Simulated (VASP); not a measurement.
Wanted: the native input for a VASP 6.6.1 run.

| Item | Value |
| --- | --- |
| Task | single point |
| Functional | PBE |
| Potentials or basis | VASP PAW PBE potentials, release 64 (Ag) |
| Cutoff | 500 eV |
| k mesh | 2 × 5 × 3 |
| Occupations | gaussian, width 0.1 eV |
| Spin | no spin polarisation |
| Dipole correction | no |
| Further INCAR settings | ALGO = Normal; EDIFF = 1e-06; NBANDS = 18; ISYM = 0 |

The structure of Ag lies in POSCAR:

```
Ag
1.0
    2.9222991408      0.0000000000      0.0000000000
   -1.4611495704      2.5307852934      0.0000000000
    0.0000000000      0.0000000000      4.7016618100
Ag
2
Direct
    0.3333333333      0.6666666667      0.2500000000
    0.6666666667      0.3333333333      0.7500000000
```

The input as run:

INCAR

```
SYSTEM = Ag
PREC = Accurate
ENCUT = 500
EDIFF = 1E-6
ISMEAR = 0
SIGMA = 0.1
LREAL = .FALSE.
LASPH = .TRUE.
NELM = 120
ALGO = Normal
ISIF = 2
LWAVE = .FALSE.
LCHARG = .TRUE.
GGA = PE
LELF = .TRUE.
LVHAR = .TRUE.
NBANDS = 18
ISYM = 0
GGA_COMPAT = .FALSE.
```

KPOINTS

```
regular mesh
0
G
  2 5 3
  0 0 0
```

Potentials or basis: VASP PAW PBE potentials, release 64 (Ag).

Run with:

```sh
$ cat potpaw_PBE.64/Ag/POTCAR > POTCAR
$ mpirun -np 1 vasp_std > vasp.out
```

It gave:

The pressure is 7.3 GPa, the largest force is 0.103 eV/Å and the band gap on the k mesh is zero (band 11 reaches 8.43 eV, above the bottom of band 12 at 5.03 eV).

Caveat: the k points lie up to 1.24 Å⁻¹ apart.

It used 7.3 s of CPU time on 1 thread of AMD EPYC 7R13 Processor (Zen 3), with other jobs on the host.
